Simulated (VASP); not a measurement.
Input of a VASP 6.6.1 run:

File INCAR:

```
SYSTEM = CuSi15
PREC = Accurate ; ENCUT = 520
EDIFF = 1E-6 ; ISMEAR = 0
SIGMA = 0.05 ; LREAL = Auto
LASPH = .TRUE. ; NELM = 150
ALGO = Normal ; ISIF = 2
LWAVE = .FALSE. ; LCHARG = .FALSE.
ISPIN = 2 ; MAGMOM = 3 0 0 0 0 0 0 0 0 0 0 0 0 0 0 0
LORBIT = 11 ; LMAXMIX = 4
LDAU = .TRUE. ; LDAUTYPE = 2
LDAUL = 2 -1 ; LDAUU = 5 0
LDAUJ = 0 0 ; LDAUPRINT = 1
GGA = PS ; NBANDS = 54
```

File KPOINTS:

```
regular mesh
0
G
  3 3 3
  0 0 0
```

POSCAR

```
CuSi15
1.0
    0.0000000000      5.4370000000      5.4370000000
    5.4370000000      0.0000000000      5.4370000000
    5.4370000000      5.4370000000      0.0000000000
Cu Si
1 15
Direct
    0.0000000000      0.0000000000      0.0000000000
    0.0002682891      0.0002682891      0.4997317109
    0.0002682891      0.4997317109      0.0002682891
    0.0002682891      0.4997317109      0.4997317109
    0.4997317109      0.0002682891      0.0002682891
    0.4997317109      0.0002682891      0.4997317109
    0.4997317109      0.4997317109      0.0002682891
    0.5000000000      0.5000000000      0.5000000000
    0.1235515995      0.1235515995      0.1235515995
    0.1235515995      0.1235515995      0.6293452016
    0.1235515995      0.6293452016      0.1235515995
    0.1249634952      0.6250121683      0.6250121683
    0.6293452016      0.1235515995      0.1235515995
    0.6250121683      0.1249634952      0.6250121683
    0.6250121683      0.6250121683      0.1249634952
    0.6250121683      0.6250121683      0.6250121683
```

Potentials or basis: VASP PAW PBE potentials, release 64 (Cu, Si).

Run with:

```bash
$ cat potpaw_PBE.64/Cu/POTCAR potpaw_PBE.64/Si/POTCAR > POTCAR
$ mpirun -np 1 vasp_std > vasp.out
```

Problem. What does it give for the net moment?

Solution. 0.00 μB per cell.

Problem. Estimate the pressure.

Solution. -1.2 GPa.

Problem. What does it give for the largest force?

Solution. 0.070 eV/Å.

Forces on the atoms (eV/Å):
```
Cu   0.000  0.000  0.000
Si   0.000  0.000 -0.004
Si   0.000 -0.004  0.000
Si   0.004  0.000  0.000
Si  -0.004  0.000  0.000
Si   0.000  0.004  0.000
Si   0.000  0.000  0.004
Si   0.000  0.000  0.000
Si  -0.040 -0.040 -0.040
Si   0.040  0.040 -0.040
Si   0.040 -0.040  0.040
Si   0.000  0.000  0.000
Si  -0.040  0.040  0.040
Si   0.000  0.000  0.000
Si   0.000  0.000  0.000
Si   0.000  0.000  0.000
```

Caveat: the PAW data sets were made with another functional, which shifts forces and pressure a little; the U is typed as a test and isn't derived for this compound.
